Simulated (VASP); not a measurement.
# B6Pb in VASP: notebook, part 2 of 2

VASP 6.6.1.

### Step 3. Relaxation of the atoms, LDA

File INCAR:

```
  ALGO = Normal
  EDIFF = 1E-7
  EDIFFG = -0.01
  ENCUT = 450
  GGA_COMPAT = False
  IBRION = 2
  ISIF = 2
  ISMEAR = -1
  LASPH = True
  LCHARG = False
  LREAL = False
  LWAVE = False
  NELM = 120
  NELMIN = 4
  NSW = 80
  PREC = Accurate
  SIGMA = 0.05
```

File KPOINTS:

```
k-points
0
Gamma
  4 4 4
```

File POSCAR:

```
B6Pb
1.0
    4.2218100000      0.0000000000      0.0000000000
    0.0000000000      4.2218100000      0.0000000000
    0.0000000000      0.0000000000      4.2218100000
B Pb
6 1
Direct
    0.2030000000      0.5000000000      0.5000000000
    0.5000000000      0.5000000000      0.7970000000
    0.5000000000      0.5000000000      0.2030000000
    0.5000000000      0.2030000000      0.5000000000
    0.5000000000      0.7970000000      0.5000000000
    0.7970000000      0.5000000000      0.5000000000
    0.0000000000      0.0000000000      0.0000000000
```

Potentials or basis: VASP PAW LDA potentials, release 64 (B, Pb_d).

Started as:

```bash
$ cat potpaw_LDA.64/B/POTCAR potpaw_LDA.64/Pb_d/POTCAR > POTCAR
$ mpirun -np 1 vasp_std > vasp.out
```

OUTCAR:

```text
EDIFF = 1E-7
   EDIFFG = -0.01
   ENCUT = 450
   IBRION = 2
   ISIF = 2
   ISMEAR = -1
   LASPH = True
   LREAL = False
   NELM = 120
   NELMIN = 4
   NSW = 80
   PREC = Accurate

 ion  position               nearest neighbor table
   1  0.203  0.500  0.500-   6 1.71   3 1.77   4 1.77   5 1.77   2 1.77   7 3.11   7 3.11   7 3.11
                             7 3.11
   2  0.500  0.500  0.797-   3 1.71   1 1.77   4 1.77   5 1.77   6 1.77   7 3.11   7 3.11   7 3.11
                             7 3.11
   3  0.500  0.500  0.203-   2 1.71   1 1.77   4 1.77   5 1.77   6 1.77   7 3.11   7 3.11   7 3.11
                             7 3.11
   4  0.500  0.203  0.500-   5 1.71   2 1.77   3 1.77   1 1.77   6 1.77   7 3.11   7 3.11   7 3.11
                             7 3.11
   5  0.500  0.797  0.500-   4 1.71   2 1.77   3 1.77   1 1.77   6 1.77   7 3.11   7 3.11   7 3.11
                             7 3.11
   6  0.797  0.500  0.500-   1 1.71   2 1.77   3 1.77   4 1.77   5 1.77   7 3.11   7 3.11   7 3.11
                             7 3.11
   7  0.000  0.000  0.000-   1 3.11   2 3.11   3 3.11   4 3.11   5 3.11   6 3.11   1 3.11   4 3.11
                             5 3.11   6 3.11   1 3.11   2 3.11   3 3.11   6 3.11   1 3.11   6 3.11

  LATTYP: Found a simple cubic cell.
 ALAT       =     4.2218100000

  Lattice vectors:

 A1 = (   4.2218100000,   0.0000000000,   0.0000000000)
 A2 = (   0.0000000000,   4.2218100000,   0.0000000000)
 A3 = (   0.0000000000,   0.0000000000,   4.2218100000)

Analysis of symmetry for initial positions (statically):
=====================================================================
 Subroutine PRICEL returns:
 Original cell was already a primitive cell.

 Routine SETGRP: Setting up the symmetry group for a
 simple cubic supercell.

 Subroutine GETGRP returns: Found 48 space group operations
 (whereof 48 operations were pure point group operations)
 out of a pool of 48 trial point group operations.

The static configuration has the point symmetry O_h .

Analysis of symmetry for dynamics (positions and initial velocities):
=====================================================================
 Subroutine PRICEL returns:
 Original cell was already a primitive cell.

 Routine SETGRP: Setting up the symmetry group for a
 simple cubic supercell.

 Subroutine GETGRP returns: Found 48 space group operations
 (whereof 48 operations were pure point group operations)
 out of a pool of 48 trial point group operations.

The dynamic configuration has the point symmetry O_h .

 Subroutine INISYM returns: Found 48 space group operations
 (whereof 48 operations are pure point group operations),
 and found     1 'primitive' translations

----------------------------------------------------------------------------------------

                                     Primitive cell

  volume of cell :      75.2482

  direct lattice vectors                    reciprocal lattice vectors
     4.221810000  0.000000000  0.000000000     0.236865231  0.000000000  0.000000000
     0.000000000  4.221810000  0.000000000     0.000000000  0.236865231  0.000000000
     0.000000000  0.000000000  4.221810000     0.000000000  0.000000000  0.236865231

  length of vectors
     4.221810000  4.221810000  4.221810000     0.236865231  0.236865231  0.236865231

  position of ions in fractional coordinates (direct lattice)
     0.203000000  0.500000000  0.500000000
     0.500000000  0.500000000  0.797000000
     0.500000000  0.500000000  0.203000000
     0.500000000  0.203000000  0.500000000
     0.500000000  0.797000000  0.500000000
     0.797000000  0.500000000  0.500000000
[... 32 lines left out ...]

 Subroutine IBZKPT returns following result:
 ===========================================

 Found     10 irreducible k-points:

 Following reciprocal coordinates:
            Coordinates               Weight
  0.000000  0.000000  0.000000      1.000000
  0.250000  0.000000  0.000000      6.000000
  0.500000  0.000000  0.000000      3.000000
  0.250000  0.250000  0.000000     12.000000
  0.500000  0.250000  0.000000     12.000000
  0.500000  0.500000  0.000000      3.000000
  0.250000  0.250000  0.250000      8.000000
  0.500000  0.250000  0.250000     12.000000
  0.500000  0.500000  0.250000      6.000000
  0.500000  0.500000  0.500000      1.000000
   k-points           NKPTS =     10   k-points in BZ     NKDIM =     10   number of bands    NBANDS=     20
   number of dos      NEDOS =    301   number of ions     NIONS =      7
   total plane-waves  NPLWV =  27000
   dimension x,y,z NGX =    30 NGY =   30 NGZ =   30
   dimension x,y,z NGXF=    60 NGYF=   60 NGZF=   60
   ions per type =               6   1
   NGX,Y,Z   is equivalent  to a cutoff of  11.81, 11.81, 11.81 a.u.
   NGXF,Y,Z  is equivalent  to a cutoff of  23.63, 23.63, 23.63 a.u.
 SYSTEM =  unknown system
   PREC   = accura    normal or accurate (medium, high low for compatibility)
   ISTART =      0    job   : 0-new  1-cont  2-samecut
   ICHARG =      2    charge: 1-file 2-atom 10-const
   ISPIN  =      1    spin polarized calculation?
   LNONCOLLINEAR =      F non collinear calculations
   LSORBIT =      F    spin-orbit coupling
   LASPH  =      T    aspherical Exc in radial PAW
   ENCUT  =  450.0 eV  33.07 Ry    5.75 a.u.   7.30  7.30  7.30*2*pi/ulx,y,z
   NELM   =    120;   NELMIN=  4; NELMDL= -5     # of ELM steps
   EDIFF  = 0.1E-06   stopping-criterion for ELM
   LREAL  =      F    real-space projection
   EDIFFG = -.1E-01   stopping-criterion for IOM
   NSW    =     80    number of steps for IOM
   IBRION =      2    ionic relax: 0-MD 1-quasi-New 2-CG
   NFREE  =      1    steps in history (QN), initial steepest desc. (CG)
   ISIF   =      2    stress and relaxation
   ISYM   =      2    0-nonsym 1-usesym 2-fastsym
   POTIM  = 0.5000    time-step for ionic-motion
   TEBEG  =    0.0;   TEEND  =   0.0 temperature during run
   PSTRESS=    0.0 pullay stress
   NELECT =      32.0000    total number of electrons
   NUPDOWN=      -1.0000    fix difference up-down
   EMIN   =  10.00;   EMAX   =-10.00  energy-range for DOS
   EFERMI =   0.00;   METHOD = LEGACY
   ISMEAR =    -1;   SIGMA  =   0.05  broadening in eV -4-tet -1-fermi 0-gaus
   EFERMI_NEDOS =   21; number of points for ismear=-14 and -15
   IALGO  =     38    algorithm
   IMIX   =      4    mixing-type and parameters
     AMIX     =   0.40;   BMIX     =  1.00
     AMIX_MAG =   1.60;   BMIX_MAG =  1.00
  volume/ion in A,a.u.               =      10.75        72.54
  Fermi-wavevector in a.u.,A,eV,Ry     =   1.231099  2.326439 20.621038  1.515604
  Thomas-Fermi vector in A             =   2.365921
   LORBIT       =      0    0 simple, 1 ext, 2 COOP (PROOUT), +10 PAW based schemes
   GGA     = CA    functional components
   LHFCALC =     F    Hartree Fock is set to
   AEXX    =    0.0000 exact exchange contribution
   IVDW    =     0    specifies the selected vdW correction
   LEPSILON=     F    determine dielectric tensor
   LRPA    =     F    only Hartree local field effects (RPA)
 conjugate gradient relaxation of ions
 non-spin polarized calculation
  energy-cutoff  :      450.00
  volume of cell :       75.25
 maximum number of plane-waves:      1654
 NGX is ok and might be reduce to    30
   NGX = 15   NGY = 15   NGZ = 15

--------------------------------------- Ionic step        1  -------------------------------------------

 number of electron      32.0000011 magnetization

 Free energy of the ion-electron system (eV)
  ---------------------------------------------------
  ext. energy  EPLUGINS =         0.00000000
  ---------------------------------------------------
  free energy    TOTEN  =       -47.87194440 eV

  energy without entropy =      -47.87188724  energy(sigma->0) =      -47.87191582

------------------------ aborting loop because EDIFF is reached ----------------------------------------

  FORCE on cell =-STRESS in cart. coord.  units (eV):
  Direction    XX          YY          ZZ          XY          YZ          ZX
  --------------------------------------------------------------------------------------
  -------------------------------------------------------------------------------------
  Total       -3.0644729     -3.0644729     -3.0644729      0.0000000     -0.0000000      0.0000000
  in kB      -65.2484678    -65.2484678    -65.2484678      0.0000000     -0.0000000      0.0000000
  external PRESSURE =     -65.2484678 kB  Pullay stress =       0.0000000 kB
[... 69 lines left out ...]
--------------------------------------- Ionic step        3  -------------------------------------------

 number of electron      32.0000011 magnetization

 Free energy of the ion-electron system (eV)
  ---------------------------------------------------
  ext. energy  EPLUGINS =         0.00000000
  ---------------------------------------------------
  free energy    TOTEN  =       -47.87519257 eV

  energy without entropy =      -47.87515314  energy(sigma->0) =      -47.87517286

 E-fermi :   6.3747     XC(G=0): -11.1538

 val. band max:        5.9328589794   @ k =   0.5000   0.0000   0.0000
 cond. band min:       6.7969325608   @ k =   0.5000   0.5000   0.0000
 fundamental gap:      0.8640735814
 Fermi energy:         6.3747154027

 k-point     1 :       0.0000    0.0000    0.0000
  band No.  band energies     occupation
      1     -11.2385      2.00000
      2     -11.2385      2.00000
      3     -11.1818      2.00000
      4     -11.1818      2.00000
      5     -11.1818      2.00000
      6      -8.3622      2.00000
[... 253 lines left out ...]
  FREE ENERGIE OF THE ION-ELECTRON SYSTEM (eV)
  ---------------------------------------------------
  free  energy   TOTEN  =       -47.8751925733 eV

  energy  without entropy=      -47.8751531426  energy(sigma->0) =      -47.87517286

 reached required accuracy - stopping structural energy minimisation
```

Wall time 53 s (1 thread of Intel Xeon 8259CL, shared host); peak memory 0.15 GiB.

What came out:

```
Free energy               : -47.8752 eV
Energy gained by relaxing : 0.5 meV/atom
Ionic steps               : 3
Pressure after relaxing   : -6.3 GPa
Band gap on the k mesh    : 0.86 eV (least direct gap 1.38 eV)
```

The path:
```
step  energy change (eV)  largest force (eV/Å)  pressure (GPa)
   1              0.0000                0.2438           -6.52
   2              0.0055                0.3987           -5.75
   3             -0.0032                0.0000           -6.26
```

Final structure:
```
B Pb
1.0
     4.22181    0.00000    0.00000
     0.00000    4.22181    0.00000
     0.00000    0.00000    4.22181
B Pb
6 1
Direct
  0.20405 0.50000 0.50000
  0.50000 0.50000 0.79595
  0.50000 0.50000 0.20405
  0.50000 0.20405 0.50000
  0.50000 0.79595 0.50000
  0.79595 0.50000 0.50000
  0.00000 0.00000 0.00000
```

Caveat: spin-orbit coupling is left out, which moves the levels of the heavy elements.
